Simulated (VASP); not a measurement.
Here is a VASP 6.6.1 calculation.

File INCAR:

```
ALGO = Normal
EDIFF = 1E-6
ENCUT = 520
GGA = PE
ISIF = 2
ISMEAR = 0
LASPH = True
LCHARG = True
LELF = True
LREAL = False
LVHAR = True
LWAVE = False
NBANDS = 10
NELM = 100
PREC = Accurate
SIGMA = 0.05
```

File KPOINTS:

```
k-points
0
Gamma
  6 6 6
```

Contents of POSCAR:

```
Rb
1.0
    0.0000000000      3.5836242734      3.5836242734
    3.5836242734      0.0000000000      3.5836242734
    3.5836242734      3.5836242734      0.0000000000
Rb
1
Direct
    0.0000000000      0.0000000000      0.0000000000
```

Potentials or basis: VASP PAW PBE potentials, release 64 (Rb_sv).

Launch:

```bash
$ cat potpaw_PBE.64/Rb_sv/POTCAR > POTCAR
$ mpirun -np 1 vasp_std > vasp.out
```

Predict the pressure.

0.0 GPa.
